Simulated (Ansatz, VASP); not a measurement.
**One calculation of Sr4HfO, two programs**

```
Sr Hf O
1.0
     5.84311    0.00000    0.00000
    -2.92156    5.06028    0.00000
     0.00000    0.00000    6.88079
Sr Hf O
4 1 1
Direct
  0.33333 0.66667 0.25567
  0.66667 0.33333 0.25567
  0.66667 0.33333 0.74433
  0.33333 0.66667 0.74433
  0.00000 0.00000 0.50000
  0.00000 0.00000 0.00000
```

Alike in both runs: functional PBE; k mesh 6 × 6 × 6; occupations gaussian, width 0.1 eV; no spin polarisation.

Ansatz relaxed the structure, and its values are those at the end. VASP's run is a single point on that final structure, the one shown.

|  | VASP | Ansatz |
| --- | --- | --- |
| version | VASP 6.6.1 | Ansatz 0.2.0 |
| potentials or method | VASP PAW PBE potentials, release 64 (Sr_sv, Hf_pv, O), cutoff 520 eV | scalar-relativistic, plane waves, PAW |
| valence electrons in the cell | 56 | 72 |

|  | VASP | Ansatz | Ansatz less VASP |
| --- | --- | --- | --- |
| gap on the k mesh at the Fermi level (eV) | none | none | - |
| pressure (GPa) | 0.0 | 0.0 | -0.01 |

A gap of «none» marks a metal or a gap that the smearing closes. With one functional, cell and mesh, what is left measures potentials, basis and numerics. VASP's potentials hold 56 valence electrons a cell and Ansatz's 72, so a difference there can come from the potentials and not from the codes.

Spin-orbit coupling is off throughout.
